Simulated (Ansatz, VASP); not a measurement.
## Al2Cu: VASP beside Ansatz

```
Al Cu
1.0
    -2.99250    2.99250    2.40554
     2.99250   -2.99250    2.40554
     2.99250    2.99250   -2.40554
Al Cu
4 2
Direct
  0.65810 0.15810 0.81620
  0.15810 0.34190 0.50000
  0.34190 0.84190 0.18380
  0.84190 0.65810 0.50000
  0.25000 0.25000 0.00000
  0.75000 0.75000 0.00000
```

Change from the starting cell: volume scaled by 0.96, ions relaxed.

Alike in both runs: functional PBE; k mesh 12 × 12 × 12; occupations fermi-dirac, width 0.05 eV; no spin polarisation.

Ansatz relaxed the structure, and its values are those at the end. VASP's run is a single point on that final structure, the one shown.

|  | VASP | Ansatz |
| --- | --- | --- |
| version | VASP 6.6.1 | Ansatz 0.2.0 |
| potentials or method | VASP PAW PBE potentials, release 64 (Al, Cu) | plane-wave PAW, scalar-relativistic |
| plane-wave cutoff (eV) | 520 | 420 |
| valence electrons in the cell | 34 | 50 |

VASP gave:

```
pressure (GPa)                     : 4.3
rms of the force components (eV/Å) : 0.006
```

Q: Which values does Ansatz return?

A: Pressure (GPa): 4.1; rms of the force components (eV/Å): 0.004.

VASP's potentials hold 34 valence electrons a cell and Ansatz's 50, so a difference there can come from the potentials and not from the codes. Ansatz's warnings: stress scf threshold loose.
